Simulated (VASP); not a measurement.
Wanted: the native input for a VASP 6.6.1 run.

- Task: single point
- Functional: r2SCAN
- Potentials or basis: VASP PAW PBE potentials, release 64 (Pb_d, O)
- Cutoff: 520 eV
- k mesh: 8 × 8 × 8
- Occupations: fermi-dirac, width 0.02 eV
- Spin: no spin polarisation
- Dipole correction: no
- Further INCAR settings: ALGO = Normal; EDIFF = 1e-06; NBANDS = 17

The system is PbO.

```xyz
2
Lattice="3.1794 0.0000 0.0000 0.0000 3.1794 0.0000 0.0000 0.0000 3.0350" Properties=species:S:1:pos:R:3 pbc="T T T"
Pb    0.0000    0.0000    0.0000
O     1.5897    1.5897    1.5175
```

This cell differs from its parent crystal: uniaxial z strain -4.5%.

The input as run:

POSCAR

```
PbO
1.0
    3.1793716463      0.0000000000      0.0000000000
    0.0000000000      3.1793716463      0.0000000000
    0.0000000000      0.0000000000      3.0350281735
Pb O
1 1
Direct
    0.0000000000      0.0000000000      0.0000000000
    0.5000000000      0.5000000000      0.5000000000
```

INCAR.step1

```
  PREC = Accurate
  ENCUT = 520
  ISMEAR = -1
  SIGMA = 0.02
  LREAL = F
  LASPH = T
  NELM = 100
  NBANDS = 17
  GGA = PE
  ALGO = Normal
  EDIFF = 1E-4
  LWAVE = T
  LCHARG = F
```

INCAR.step2

```
  PREC = Accurate
  ENCUT = 520
  EDIFF = 1E-6
  ISMEAR = -1
  SIGMA = 0.02
  LREAL = F
  LASPH = T
  NELM = 100
  ALGO = Normal
  ISIF = 2
  LWAVE = F
  LCHARG = F
  METAGGA = R2SCAN
  LMIXTAU = T
  NBANDS = 17
  ISTART = 1
```

KPOINTS

```
Automatic mesh
0
Gamma
  8 8 8
```

Potentials or basis: VASP PAW PBE potentials, release 64 (Pb_d, O).

Command:

```sh
$ cat potpaw_PBE.64/Pb_d/POTCAR potpaw_PBE.64/O/POTCAR > POTCAR
$ cp INCAR.step1 INCAR
$ mpirun -np 1 vasp_std > vasp.out
$ cp INCAR.step2 INCAR
$ mpirun -np 1 vasp_std > vasp.out
```

It gave:

```yaml
Pressure: 5.9 GPa
Band_gap_on_the_k_mesh: 0.32 eV (least direct gap 0.39 eV)
```

Caveat: the cell differs from its parent crystal (uniaxial z strain -4.5%); the cell stands under pressure; the PAW data sets were made with another functional, which shifts forces and pressure a little; spin-orbit coupling is left out, which moves the levels of the heavy elements.

It took 77 s on 1 thread of Intel(R) Xeon(R) Platinum 8259CL CPU @ 2.50GHz (Skylake/Cascade Lake), on a shared host, peak memory 0.17 GiB.
